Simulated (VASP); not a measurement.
Set up this calculation in VASP 6.6.1, as the native input.

- Task: single point
- Functional: PBEsol
- Potentials or basis: VASP PAW PBE potentials, release 64 (Sc_sv)
- Cutoff: 520 eV
- k mesh: 5 × 5 × 5
- Occupations: fermi-dirac, width 0.05 eV
- Spin: no spin polarisation
- Dipole correction: no
- Further INCAR settings: ALGO = Normal; EDIFF = 1e-06; NBANDS = 18

The structure of Sc lies in POSCAR:

```
Sc
1.0
    0.0000000000      2.4581206606      2.4581206606
    2.4581206606      0.0000000000      2.4581206606
    2.4581206606      2.4581206606      0.0000000000
Sc
2
Direct
    0.0000000000      0.0000000000      0.0000000000
    0.2500000000      0.2500000000      0.2500000000
```

This isn't the form of Sc at room conditions, which is hcp.

One way to write it, as run:

INCAR

```
PREC = Accurate
ENCUT = 520
EDIFF = 1E-6
ISMEAR = -1
SIGMA = 0.05
LREAL = False
LASPH = True
NELM = 60
ALGO = Normal
ISIF = 2
LWAVE = False
LCHARG = False
GGA = PS
NBANDS = 18
```

KPOINTS

```
Automatic mesh
0
Gamma
  5 5 5
```

Potentials or basis: VASP PAW PBE potentials, release 64 (Sc_sv).

The run is started by

```sh
$ cat potpaw_PBE.64/Sc_sv/POTCAR > POTCAR
$ mpirun -np 1 vasp_std > vasp.out
```

Results of the run:

The pressure is 32.9 GPa. The band gap on the k mesh is zero (bands 11 and 12 overlap by 0.49 eV).

Caveat: the k points lie up to 0.44 Å⁻¹ apart; the PAW data sets were made with another functional, which shifts forces and pressure a little.

Wall time 15 s on 1 thread of Intel Xeon 8259CL, with other jobs on the host, peak memory 0.15 GiB.
